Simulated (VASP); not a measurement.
Here is a VASP 6.6.1 calculation.

Contents of INCAR:

```
SYSTEM = Ta
ALGO = Normal
EDIFF = 1E-6
ENCUT = 520
GGA = PE
ISIF = 2
ISMEAR = -1
LASPH = .TRUE.
LCHARG = .FALSE.
LREAL = .FALSE.
LWAVE = .FALSE.
NBANDS = 18
NELM = 100
PREC = Accurate
SIGMA = 0.1
```

KPOINTS

```
k-points
0
G
  17 17 17
  0 0 0
```

File POSCAR:

```
Ta
1.0
   -2.3979977350      2.3979977350      1.3007788458
    2.3979977350     -2.3979977350      1.3007788458
    2.3979977350      2.3979977350     -1.3007788458
Ta
2
Direct
   -0.3750000000     -0.1250000000     -0.2500000000
    0.3750000000      0.1250000000      0.2500000000
```

Potentials or basis: VASP PAW PBE potentials, release 64 (Ta_pv).

Run with:

```bash
$ cat potpaw_PBE.64/Ta_pv/POTCAR > POTCAR
$ mpirun -np 1 vasp_std > vasp.out
```

Question: What does it give for the pressure?

Answer: 74.3 GPa.

Question: Estimate the band gap on the k mesh.

Answer: Zero (bands 11 and 12 overlap by 1.62 eV).

Stress tensor (GPa, compression positive):
```
74.45  0.00  0.00
 0.00 74.45  0.00
 0.00  0.00 74.14
```

Caveat: the cell stands under pressure; spin-orbit coupling is left out, which moves the levels of the heavy elements.
